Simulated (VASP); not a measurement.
Runs of VASP 6.6.1 on TaN. The structure is that of space group P-6m2 (No. 187), or close to it. The cells are those of the table. 

| cell | gap on the mesh (eV) | pressure (GPa) |
| --- | --- | --- |
| a = 2.906, b = 2.906, c = 2.782 Å, angles 90.0, 90.0, 120.0°, 2 atoms | none | 30.0 |
| a = 2.862, b = 2.862, c = 2.782 Å, angles 90.0, 90.0, 120.0°, 2 atoms | none | 44.4 |
| a = 2.862, b = 2.862, c = 2.666 Å, angles 90.0, 90.0, 120.0°, 2 atoms | none | 70.9 |
| a = 3.039, b = 3.039, c = 2.666 Å, angles 90.0, 90.0, 120.0°, 2 atoms | none | (a) |
| a = 2.862, b = 2.862, c = 2.898 Å, angles 90.0, 90.0, 120.0°, 2 atoms | none | (b) |

Alike in all rows: task single point; level PBE; potentials or basis VASP PAW PBE potentials, release 64 (Ta_pv, N); no spin polarisation; k mesh 18 × 18 × 16; cutoff (eV) 520; smearing gaussian 0.15 eV.

Q: Fill in the values left out.

A: (a) 15.8; (b) 23.7.

Caveats: spin-orbit coupling is left out, which moves the levels of the heavy elements; the stress differs along the axes, from 23 to 45 GPa (at least some runs); the stress differs along the axes, from 40 to 53 GPa (at least some runs); the stress differs along the axes, from 53 to 106 GPa (at least some runs); the stress differs along the axes, from -11 to 69 GPa (at least some runs); the stress differs along the axes, from 11 to 30 GPa (at least some runs).

A k mesh can miss the band edges, and the runs leave out spin-orbit coupling on Ta.

A gap of «none» marks levels without a gap at the run's occupations.
